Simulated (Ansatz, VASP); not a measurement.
One calculation of I, two programs

File POSCAR:

```
I
1.0
    3.6350350000     -2.3950200000      0.0000000000
    3.6350350000      2.3950200000      0.0000000000
    0.0000000000      0.0000000000      9.7934400000
I
4
Direct
    0.6493000000      0.3507000000      0.3844000000
    0.1493000000      0.8507000000      0.1156000000
    0.3507000000      0.6493000000      0.6156000000
    0.8507000000      0.1493000000      0.8844000000
```

Contents of INCAR.step1:

```
PREC = Accurate
ENCUT = 520
ISMEAR = -1
SIGMA = 0.05
LREAL = F
LASPH = T
NELM = 80
NBANDS = 22
GGA = PE
ALGO = Normal
EDIFF = 1E-4
LWAVE = T
LCHARG = F
```

Contents of INCAR.step2:

```
PREC = Accurate
ENCUT = 520
EDIFF = 1E-7
ISMEAR = -1
SIGMA = 0.05
LREAL = F
LASPH = T
NELM = 80
ALGO = Normal
ISIF = 2
LWAVE = F
LCHARG = F
METAGGA = R2SCAN
LMIXTAU = T
NBANDS = 22
ISTART = 1
```

KPOINTS

```
regular mesh
0
Gamma
  7 7 3
```

The input input.yaml:

```yaml
crystal:
  lattice:
    - [3.635035, -2.39502, 0.0]
    - [3.635035, 2.39502, 0.0]
    - [0.0, 0.0, 9.79344]
  atoms:
    - { symbol: I, position: [0.6493, 0.3507, 0.3844] }
    - { symbol: I, position: [0.1493, 0.8507, 0.1156] }
    - { symbol: I, position: [0.3507, 0.6493, 0.6156] }
    - { symbol: I, position: [0.8507, 0.1493, 0.8844] }
hamiltonian:
  xc: r2scan
  pseudopotentials: { kind: paw }
kpoints:
  mp_grid: { grid: [7, 7, 3] }
scf:
  occupations: { method: fermi_dirac, width: 0.05 }
output:
  forces: true
  stress: true
  eigenvalues: true
```

Alike in both runs: task single point; functional r2SCAN; k mesh 7 × 7 × 3; occupations fermi-dirac, width 0.05 eV; no spin polarisation.

```csv
,VASP,Ansatz
version,VASP 6.6.1,Ansatz 0.2.0
potentials or method,"VASP PAW PBE potentials, release 64 (I)",Ansatz PAW
plane-wave cutoff (eV),520,500
valence electrons in the cell,28,68
```

Ansatz gave:

| Quantity | Value |
| --- | --- |
| gap on the k mesh at the Fermi level (eV) | 1.58 |
| least direct gap on the mesh (eV) | 1.67 |
| pressure (GPa) | 1.2 |
| traceless stress, the component that is largest in VASP (GPa) | 0.89 |
| rms of the force components (eV/Å) | 0.372 |

Task: Estimate VASP's values.

Result: gap on the k mesh at the Fermi level (eV): 1.57; least direct gap on the mesh (eV): 1.66; pressure (GPa): 1.2; traceless stress, the component that is largest in VASP (GPa): 0.85; rms of the force components (eV/Å): 0.365.

VASP's potentials were made for PBE, not for r2SCAN. Atom by atom the forces differ by 0.007 eV/Å (rms over components). With one functional, cell and mesh, what is left measures potentials, basis and numerics. VASP's potentials hold 28 valence electrons a cell and Ansatz's 68, so a difference there can come from the potentials and not from the codes.

Neither program's run includes spin-orbit coupling. Noted on Ansatz's run: odd divisions of the mesh miss points on the zone boundary, where band edges often lie, so the gap on the mesh can be too wide.
